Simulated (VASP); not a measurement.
## Nb: single point with PBE

Crystal: Nb.

```
Nb
1.0
     4.87990    0.00000    0.00000
    -2.43995    4.22612    0.00000
     0.00000    0.00000    2.68674
Nb
3
Direct
  0.00000 0.00000 0.00000
  0.33333 0.66667 0.50000
  0.66667 0.33333 0.50000
```

This isn't the form of Nb at room conditions, which is bcc.

```json
{
  "Program": "VASP 6.6.1",
  "Task": "single point",
  "Functional": "PBE",
  "Potentials or basis": "VASP PAW PBE potentials, release 64 (Nb_sv)",
  "Cutoff": "520 eV",
  "k mesh": "9 × 9 × 13",
  "Occupations": "fermi-dirac, width 0.05 eV",
  "Spin": "collinear spin",
  "Starting moments": "[1.0, 1.0, 1.0] μB",
  "Dipole correction": "no",
  "Further INCAR settings": "ALGO = Normal; EDIFF = 1e-06; NBANDS = 30"
}
```

The pressure is -0.2 GPa, the net moment is 0.00 μB per cell and the valence electrons inside the program's atomic spheres are Nb 10.66, 10.74 (each value once).

Stress tensor (GPa, compression positive):
```
 0.11  0.00  0.00
 0.00  0.11  0.00
 0.00  0.00 -0.72
```

Levels at points of the mesh, in eV from the Fermi level:
Spin up:
| k point | band 16 | band 17 | band 18 | band 19 | band 20 | band 21 | band 22 | band 23 | band 24 | band 25 |
| --- | --- | --- | --- | --- | --- | --- | --- | --- | --- | --- |
| (0.00, 0.00, 0.00) | -1.17 | -1.17 | -1.17 | -1.17 | -0.95 | 0.64 | 0.64 | 2.92 | 2.92 | 2.95 |
Spin down:
```csv
k point,band 17,band 18,band 19,band 20,band 21,band 22,band 23,band 24
"(0.00, 0.00, 0.00)",-1.17,-1.17,-1.17,-0.95,0.64,0.64,2.92,2.92
```

It took 110 s on 1 thread of Intel(R) Xeon(R) 6975P-C (Granite Rapids) (shared host), peak memory 0.3 GiB.
